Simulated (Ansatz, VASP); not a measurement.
**Pb: VASP beside Ansatz**

```
CELL_PARAMETERS angstrom
3.00263 -1.77332 0.04920
3.00263 1.77332 0.04920
-1.99173 0.00000 6.20232
ATOMIC_POSITIONS crystal
Pb 0.06546 0.06546 0.26369
Pb 0.93454 0.93454 0.73631
```

Alike in both runs: task single point; functional PBE; k mesh 14 × 14 × 8; occupations gaussian, width 0.1 eV; no spin polarisation.

```csv
,VASP,Ansatz
version,VASP 6.6.1,Ansatz 0.2.0
potentials or method,"VASP PAW PBE potentials, release 64 (Pb_d), cutoff 520 eV","scalar-relativistic, plane waves, PAW"
valence electrons in the cell,28,28
```

```csv
,VASP,Ansatz,Ansatz less VASP
gap on the k mesh at the Fermi level (eV),none,none,-
pressure (GPa),-0.4,-0.3,+0.06
"traceless stress, the component that is largest in VASP (GPa)",-0.65,-0.65,-0.003
rms of the force components (eV/Å),0.113,0.112,-0.0004
```

Atom by atom the forces differ by 0.000 eV/Å (rms over components). A gap of «none» marks a metal or a gap that the smearing closes. The functional is the same, so the differences come from potentials, cutoffs and numerics.

Spin-orbit coupling is off throughout.
